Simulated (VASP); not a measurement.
Write the native input for VASP 6.6.1 that does the following.

```
Task                   : electric field gradients
Functional             : PBEsol
Potentials or basis    : VASP PAW PBE potentials, release 64 (Sb, Te, Pd)
Cutoff                 : 520 eV
k mesh                 : 5 × 5 × 5
Occupations            : fermi-dirac, width 0.05 eV
Spin                   : no spin polarisation
Dipole correction      : no
Further INCAR settings : ALGO = Normal; EDIFF = 1e-08; NBANDS = 54
```

The structure of SbTePd lies in POSCAR:

```
SbTePd
1.0
    6.5362000000      0.0000000000      0.0000000000
    0.0000000000      6.5362000000      0.0000000000
    0.0000000000      0.0000000000      6.5362000000
Sb Te Pd
4 4 4
Direct
    0.6270900000      0.6270900000      0.6270900000
    0.8729100000      0.3729100000      0.1270900000
    0.1270900000      0.8729100000      0.3729100000
    0.3729100000      0.1270900000      0.8729100000
    0.3727800000      0.3727800000      0.3727800000
    0.1272200000      0.6272200000      0.8727800000
    0.8727800000      0.1272200000      0.6272200000
    0.6272200000      0.8727800000      0.1272200000
    0.9980200000      0.9980200000      0.9980200000
    0.5019800000      0.0019800000      0.4980200000
    0.4980200000      0.5019800000      0.0019800000
    0.0019800000      0.4980200000      0.5019800000
```

One way to write it, as run:

INCAR

```
SYSTEM = SbTePd
ALGO = Normal
EDIFF = 1E-8
ENCUT = 520
GGA = PS
ISIF = 2
ISMEAR = -1
LASPH = .TRUE.
LCHARG = .FALSE.
LEFG = .TRUE.
LREAL = .FALSE.
LWAVE = .FALSE.
NBANDS = 54
NELM = 100
PREC = Accurate
SIGMA = 0.05
```

KPOINTS

```
k-points
0
G
  5 5 5
  0 0 0
```

Potentials or basis: VASP PAW PBE potentials, release 64 (Sb, Te, Pd).

Launch:

```sh
$ cat potpaw_PBE.64/Sb/POTCAR potpaw_PBE.64/Te/POTCAR potpaw_PBE.64/Pd/POTCAR > POTCAR
$ mpirun -np 1 vasp_std > vasp.out
```

It gave:

```
Pressure                                : -0.2 GPa
Largest force                           : 0.413 eV/Å
Band gap on the k mesh                  : zero (bands 42 and 43 overlap by 1.21 eV)
Largest electric field gradient by atom : Sb +178.6; Te +57.9; Pd -2.8 V/Å²
```

Caveat: without QUAD_EFG the Cq values of the log hold for a quadrupole moment of 1 mb, not for the nuclei; the PAW data sets were made with another functional, which shifts forces and pressure a little; spin-orbit coupling is left out, which moves the levels of the heavy elements.

Run time: 14 min on 1 thread of Intel Xeon 8259CL, on a shared host, peak memory 0.43 GiB.
